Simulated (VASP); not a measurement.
Input of a VASP 6.6.1 run:

Contents of INCAR:

```
SYSTEM = Pt
  PREC = Accurate
  ENCUT = 520
  EDIFF = 1E-6
  ISMEAR = 0
  SIGMA = 0.15
  LREAL = .False.
  LASPH = .True.
  NELM = 150
  ALGO = Normal
  ISIF = 2
  LWAVE = .False.
  LCHARG = .False.
  ISPIN = 2
  MAGMOM = 0.5
  LORBIT = 11
  NUPDOWN = 0.5
  LMAXMIX = 4
  GGA = PS
  NBANDS = 15
```

File KPOINTS:

```
Automatic mesh
0
Gamma
  22 22 22
  0 0 0
```

Contents of POSCAR:

```
Pt
1.0
    0.0000000000      1.9879272712      1.9879272712
    1.9879272712      0.0000000000      1.9879272712
    1.9879272712      1.9879272712      0.0000000000
Pt
1
Direct
    0.0000000000      0.0000000000      0.0000000000
```

Potentials or basis: VASP PAW PBE potentials, release 64 (Pt).

Launch:

```console
$ cat potpaw_PBE.64/Pt/POTCAR > POTCAR
$ mpirun -np 1 vasp_std > vasp.out
```

(1) Estimate the pressure.

## Answers

(1) -10.4 GPa.

Caveat: the PAW data sets were made with another functional, which shifts forces and pressure a little; the total moment is fixed, so each spin has its own Fermi level.
